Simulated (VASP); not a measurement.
# LiF (Fm-3m) in VASP: a series of runs

LiF is run at these levels: PBE, r2SCAN; tasks: single point, relaxation of cell and atoms.

All numbers are computed with VASP 6.6.1; they aren't measurements. Logs are shortened: lines on timing, memory, paths and dates and some standing lists are left out, and cuts for length are marked.

## (1) The cell of the first run

It takes space group Fm-3m (No. 225, cubic). Conventional cell: a = 4.200 Å, b = 4.200 Å, c = 4.200 Å, α = 90.00°, β = 90.00°, γ = 90.00°. Li (site symmetry m-3m) has 6 F at 2.10 Å within 2.8 Å. Within 2.8 Å of F (site symmetry m-3m) lie 6 Li at 2.10 Å.

## (2) Single point, PBE (9.26 Å³/atom)

INCAR reads:

```
SYSTEM = LiF
PREC     = Accurate       ! precision mode
ENCUT    = 520            ! plane-wave cutoff, eV
EDIFF    = 1E-6           ! SCF threshold, eV
ISMEAR   = 0              ! smearing method
SIGMA    = 0.02           ! smearing width, eV
LREAL    = .FALSE.        ! projectors in reciprocal space
LASPH    = .TRUE.         ! aspherical terms in the spheres
NELM     = 80             ! most SCF steps
ALGO     = Normal         ! electronic algorithm
ISIF     = 2              ! what is computed and relaxed
LWAVE    = .FALSE.        ! write WAVECAR
LCHARG   = .FALSE.        ! write CHGCAR
GGA      = PE             ! functional
NBANDS   = 12             ! bands
```

KPOINTS reads:

```
Automatic mesh
0
G
  10 10 10
  0 0 0
```

POSCAR reads:

```
LiF
1.0
    0.0000000000      2.0998851712      2.0998851712
    2.0998851712      0.0000000000      2.0998851712
    2.0998851712      2.0998851712      0.0000000000
Li F
1 1
Direct
    0.5000000000      0.5000000000      0.5000000000
    0.0000000000      0.0000000000      0.0000000000
```

Potentials or basis: VASP PAW PBE potentials, release 64 (Li_sv, F).

Launch:

```bash
cat potpaw_PBE.64/Li_sv/POTCAR potpaw_PBE.64/F/POTCAR > POTCAR
mpirun -np 1 vasp_std > vasp.out
```

OUTCAR:

```text
SYSTEM = LiF
   PREC = Accurate
   ENCUT = 520
   EDIFF = 1E-6
   ISMEAR = 0
   LREAL = .FALSE.
   LASPH = .TRUE.
   NELM = 80
   ISIF = 2
   GGA = PE

 ion  position               nearest neighbor table
   1  0.500  0.500  0.500-   2 2.10   2 2.10   2 2.10   2 2.10   2 2.10   2 2.10
   2  0.000  0.000  0.000-   1 2.10   1 2.10   1 2.10   1 2.10   1 2.10   1 2.10

  LATTYP: Found a face centered cubic cell.
 ALAT       =     4.1997703424

  Lattice vectors:

 A1 = (   0.0000000000,   2.0998851712,   2.0998851712)
 A2 = (   2.0998851712,   0.0000000000,   2.0998851712)
 A3 = (   2.0998851712,   2.0998851712,   0.0000000000)

Analysis of symmetry for initial positions (statically):
=====================================================================
 Subroutine PRICEL returns:
 Original cell was already a primitive cell.

 Routine SETGRP: Setting up the symmetry group for a
 face centered cubic supercell.

 Subroutine GETGRP returns: Found 48 space group operations
 (whereof 48 operations were pure point group operations)
 out of a pool of 48 trial point group operations.

The static configuration has the point symmetry O_h .

Analysis of symmetry for dynamics (positions and initial velocities):
=====================================================================
 Subroutine PRICEL returns:
 Original cell was already a primitive cell.

 Routine SETGRP: Setting up the symmetry group for a
 face centered cubic supercell.

 Subroutine GETGRP returns: Found 48 space group operations
 (whereof 48 operations were pure point group operations)
 out of a pool of 48 trial point group operations.

The dynamic configuration has the point symmetry O_h .

 Subroutine INISYM returns: Found 48 space group operations
 (whereof 48 operations are pure point group operations),
 and found     1 'primitive' translations

----------------------------------------------------------------------------------------

                                     Primitive cell

  volume of cell :      18.5190

  direct lattice vectors                    reciprocal lattice vectors
     0.000000000  2.099885171  2.099885171    -0.238108258  0.238108258  0.238108258
     2.099885171  0.000000000  2.099885171     0.238108258 -0.238108258  0.238108258
     2.099885171  2.099885171  0.000000000     0.238108258  0.238108258 -0.238108258

  length of vectors
     2.969686089  2.969686089  2.969686089     0.412415600  0.412415600  0.412415600

  position of ions in fractional coordinates (direct lattice)
     0.500000000  0.500000000  0.500000000
     0.000000000  0.000000000  0.000000000
[... 83 lines left out ...]
   ISIF   =      2    stress and relaxation
   ISYM   =      2    0-nonsym 1-usesym 2-fastsym
   POTIM  = 0.5000    time-step for ionic-motion
   TEBEG  =    0.0;   TEEND  =   0.0 temperature during run
   PSTRESS=    0.0 pullay stress
   NELECT =      10.0000    total number of electrons
   NUPDOWN=      -1.0000    fix difference up-down
   EMIN   =  10.00;   EMAX   =-10.00  energy-range for DOS
   EFERMI =   0.00;   METHOD = LEGACY
   ISMEAR =     0;   SIGMA  =   0.02  broadening in eV -4-tet -1-fermi 0-gaus
   EFERMI_NEDOS =   21; number of points for ismear=-14 and -15
   IALGO  =     38    algorithm
   IMIX   =      4    mixing-type and parameters
     AMIX     =   0.40;   BMIX     =  1.00
     AMIX_MAG =   1.60;   BMIX_MAG =  1.00
  volume/ion in A,a.u.               =       9.26        62.49
  Fermi-wavevector in a.u.,A,eV,Ry     =   1.333120  2.519232 24.180400  1.777209
  Thomas-Fermi vector in A             =   2.462003
   LORBIT       =      0    0 simple, 1 ext, 2 COOP (PROOUT), +10 PAW based schemes
   GGA     = PE    functional components
   LHFCALC =     F    Hartree Fock is set to
   AEXX    =    0.0000 exact exchange contribution
   IVDW    =     0    specifies the selected vdW correction
   LEPSILON=     F    determine dielectric tensor
   LRPA    =     F    only Hartree local field effects (RPA)
 non-spin polarized calculation
 Gauss-broadening in eV      SIGMA  =   0.02
  energy-cutoff  :      520.00
  volume of cell :       18.52
 maximum number of plane-waves:       531
 NGX is ok and might be reduce to    24
   NGX = 11   NGY = 11   NGZ = 11

 number of electron      10.0000011 magnetization

 Free energy of the ion-electron system (eV)
  ---------------------------------------------------
  ext. energy  EPLUGINS =         0.00000000
  ---------------------------------------------------
  free energy    TOTEN  =        -9.61091174 eV

  energy without entropy =       -9.61091174  energy(sigma->0) =       -9.61091174

 E-fermi :  -1.4831     XC(G=0):  -9.3874

 val. band max:       -1.7139419233   @ k =   0.0000   0.0000   0.0000
 cond. band min:       6.3433580075   @ k =   0.0000   0.0000   0.0000
 fundamental gap:      8.0572999308
 Fermi energy:        -1.4831148798

 k-point     1 :       0.0000    0.0000    0.0000
  band No.  band energies     occupation
      1     -42.9569      2.00000
      2     -21.3714      2.00000
      3      -1.7139      2.00000
      4      -1.7139      2.00000
      5      -1.7139      2.00000
      6       6.3434      0.00000
      7      20.6349      0.00000
      8      20.6349      0.00000
      9      20.6349      0.00000
     10      21.3869      0.00000
     11      21.3869      0.00000
     12      21.3869      0.00000
[... 331 lines left out ...]
 k-point    24 :       0.4000    0.3000    0.0000
  band No.  band energies     occupation
      1     -42.9218      2.00000
      2     -20.9647      2.00000
      3      -3.6723      2.00000
      4      -2.4372      2.00000
      5      -2.3440      2.00000
      6      10.2478      0.00000
      7      14.2870      0.00000
      8      15.5291      0.00000
      9      17.0982      0.00000
     10      18.1660      0.00000
     11      29.4456      0.00000
     12      31.0269      0.00000

 [... further k-points ...]
[... 5 lines left out ...]
  --------------------------------------------------------------------------------------
  -------------------------------------------------------------------------------------
  Total       -0.6625159     -0.6625159     -0.6625159      0.0000000      0.0000000      0.0000000
  in kB      -57.3178945    -57.3178945    -57.3178945      0.0000000      0.0000000      0.0000000
  external PRESSURE =     -57.3178945 kB  Pullay stress =       0.0000000 kB

 VOLUME and BASIS-vectors are now :
 -----------------------------------------------------------------------------
  energy-cutoff  :      520.00
  volume of cell :       18.52
      direct lattice vectors                 reciprocal lattice vectors
     0.000000000  2.099885171  2.099885171    -0.238108258  0.238108258  0.238108258
     2.099885171  0.000000000  2.099885171     0.238108258 -0.238108258  0.238108258
     2.099885171  2.099885171  0.000000000     0.238108258  0.238108258 -0.238108258

 POSITION                                       TOTAL-FORCE (eV/Angst)
 -----------------------------------------------------------------------------------
      2.09989      2.09989      2.09989         0.000000      0.000000     -0.000000
      0.00000      0.00000      0.00000        -0.000000     -0.000000      0.000000
 -----------------------------------------------------------------------------------
    total drift:                                0.000000     -0.000000     -0.000000

  FREE ENERGIE OF THE ION-ELECTRON SYSTEM (eV)
  ---------------------------------------------------
  free  energy   TOTEN  =        -9.6109117446 eV

  energy  without entropy=       -9.6109117446  energy(sigma->0) =       -9.61091174
```

stdout:

```text
POSCAR found type information on POSCAR LiF
 POSCAR found :  2 types and       2 ions
 scaLAPACK will be used
 LDA part: xc-table for (Slater+PW92), standard interpolation
 POSCAR, INCAR and KPOINTS ok, starting setup
 FFT: planning ... GRIDC
 FFT: planning ... GRID_SOFT
 FFT: planning ... GRID
 WAVECAR not read
 entering main loop
```

Run time: 6.5 s. Hardware: 1 thread of AMD EPYC 9R45 (Zen 5), shared host; peak memory 0.1 GiB.

Results:

| Item | Value |
| --- | --- |
| Free energy | -9.6109 eV |
| Band gap on the k mesh | 8.06 eV |

Levels at points of the mesh, in eV from the valence-band top:
```tsv
k point	band 1	band 2	band 3	band 4	band 5	band 6	band 7	band 8	band 9	band 10
(0.00, 0.00, 0.00)	-41.24	-19.66	0.00	0.00	0.00	8.06	22.35	22.35	22.35	23.10
(0.50, 0.00, 0.00)	-41.21	-19.31	-2.16	-0.19	-0.19	10.13	15.31	17.90	17.90	28.18
(0.50, 0.50, 0.00)	-41.20	-19.13	-2.51	-0.83	-0.83	13.69	15.87	16.00	18.80	18.80
```

Caveat: the cutoff is under 1.25 times the usual one of these potentials, so pressure, stress and relaxed cells hold a basis-set (Pulay) error.

[end of part 1 of 2]
